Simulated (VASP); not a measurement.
Ti:

```
Ti
1.0
    -1.62775    1.62775    1.62775
     1.62775   -1.62775    1.62775
     1.62775    1.62775   -1.62775
Ti
1
Direct
  0.00000 0.00000 0.00000
```

```yaml
Program: VASP 6.6.1
Task: relaxation of cell and atoms
Functional: PBEsol
Potentials_or_basis: VASP PAW PBE potentials, release 64 (Ti_sv)
Cutoff: 500 eV
k_mesh: 18 × 18 × 18
Occupations: gaussian, width 0.1 eV
Spin: no spin polarisation
```

At the start: pressure -4.7 GPa; volume 17.25 Å³/atom.

Problem. Where does the relaxation end?

Solution. Over 3 steps the energy falls by 11.4 meV/atom and the volume is 16.50 Å³/atom (-4.4 %); space group Im-3m (No. 229, to 0.05 Å).

The path:
```csv
step,energy change (eV),largest force (eV/Å),pressure (GPa),volume (Å³)
1,0.0000,0.0000,-4.70,17.25
2,-0.0063,0.0000,3.50,16.02
3,-0.0114,0.0000,0.02,16.50
```

Final structure:
```yaml
crystal:
  lattice:
    - [-1.60376, 1.60376, 1.60376]
    - [1.60376, -1.60376, 1.60376]
    - [1.60376, 1.60376, -1.60376]
  atoms:
    - { symbol: Ti, position: [0.00000, 0.00000, 0.00000] }
```

Caveat: the PAW data sets were made with another functional, which shifts forces and pressure a little.
